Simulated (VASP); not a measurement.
A run of VASP 6.6.1:

INCAR

```
PREC     = Accurate       # precision mode
ENCUT    = 520            # plane-wave cutoff, eV
EDIFF    = 1E-7           # SCF threshold, eV
ISMEAR   = 0              # smearing method
SIGMA    = 0.03           # smearing width, eV
LREAL    = F              # projectors in reciprocal space
LASPH    = T              # aspherical terms in the spheres
NELM     = 80             # most SCF steps
ALGO     = Normal         # electronic algorithm
ISIF     = 2              # what is computed and relaxed
LWAVE    = F              # write WAVECAR
LCHARG   = T              # write CHGCAR
GGA      = PS             # functional
LELF     = T              # ELF
LVHAR    = T            
NBANDS   = 19             # bands
```

Contents of KPOINTS:

```
Automatic mesh
0
Gamma
  12 12 8
```

Contents of POSCAR:

```
TiTe2
1.0
    3.6518880048      0.0000000000      0.0000000000
   -1.8259440024      3.1626277839      0.0000000000
    0.0000000000      0.0000000000      6.3043350223
Ti Te
1 2
Direct
    0.0000000000      0.0000000000      0.0000000000
    0.3333333333      0.6666666667      0.2739086044
    0.6666666667      0.3333333333      0.7260913956
```

Potentials or basis: VASP PAW PBE potentials, release 64 (Ti_sv, Te).

Command:

```bash
$ cat potpaw_PBE.64/Ti_sv/POTCAR potpaw_PBE.64/Te/POTCAR > POTCAR
$ mpirun -np 1 vasp_std > vasp.out
```

Hardware: 1 thread of Intel Xeon 8259CL, on a shared host.

Question: How long does it take, and how much memory?

Answer: Wall time 4.1 min on 1 thread of Intel Xeon 8259CL, with other jobs on the host, peak memory 0.31 GiB. Counts: scf iterations 17, k points 131.
